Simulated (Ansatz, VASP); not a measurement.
**Ni in VASP and in Ansatz**

INCAR

```
SYSTEM = Ni
PREC = Accurate
ENCUT = 600
EDIFF = 1E-7
ISMEAR = -1
SIGMA = 0.1
LREAL = .False.
LASPH = .True.
NELM = 60
ALGO = Normal
ISIF = 3
LWAVE = .False.
LCHARG = .False.
GGA = B5
ALDAX = 1.0
AGGAX = 1.0
AGGAC = 1.0
ALDAC = 0.0
IBRION = 2
NSW = 80
EDIFFG = -0.01
```

The input KPOINTS:

```
Automatic mesh
0
Gamma
  14 14 14
  0 0 0
```

Contents of POSCAR:

```
Ni
1.0
    2.2775907947      0.0000000000      0.0000000000
    0.0000000000      2.2775907947      0.0000000000
    0.0000000000      0.0000000000      2.2775907947
Ni
1
Direct
    0.0000000000      0.0000000000      0.0000000000
```

Input for Ansatz:

```yaml
crystal:
  lattice:
    - [2.2775907947, 0.0, 0.0]
    - [0.0, 2.2775907947, 0.0]
    - [0.0, 0.0, 2.2775907947]
  atoms:
    - { symbol: Ni, position: [0.0, 0.0, 0.0] }
hamiltonian:
  xc: blyp
  pseudopotentials:
    kind: paw
    azcp:
      Ni: "pseudopotentials/Ni.paw.azcp"
basis:
  ecutwfc: 420
  fft_grid_basis: typed
kpoints:
  mp_grid: { grid: [14, 14, 14], shift: [0, 0, 0] }
magnetization:
  spin_polarized: false
scf:
  occupations: { method: fermi_dirac, width: 0.1 }
relax:
  max_steps: 60
  f_tol: 0.01
  cell: {}
```

Alike in both runs: task relaxation of cell and atoms; functional BLYP; k mesh 14 × 14 × 14; occupations fermi-dirac, width 0.1 eV; no spin polarisation.

```csv
,VASP,Ansatz
version,VASP 6.6.1,Ansatz 0.2.0
potentials or method,"VASP PAW PBE potentials, release 64 (Ni), cutoff 600 eV","plane waves (420 eV) with PAW, scalar-relativistic"
valence electrons in the cell,10,18
```

```csv
,VASP,Ansatz,Ansatz less VASP
relaxed volume (Å³/atom),13.27,13.26,-0.007
relaxed cell length with the largest relative difference (Å),2.367,2.367,-0.0004
```

VASP's potentials were made for PBE, not for BLYP. VASP's potentials hold 10 valence electrons a cell and Ansatz's 18, so a difference there can come from the potentials and not from the codes.
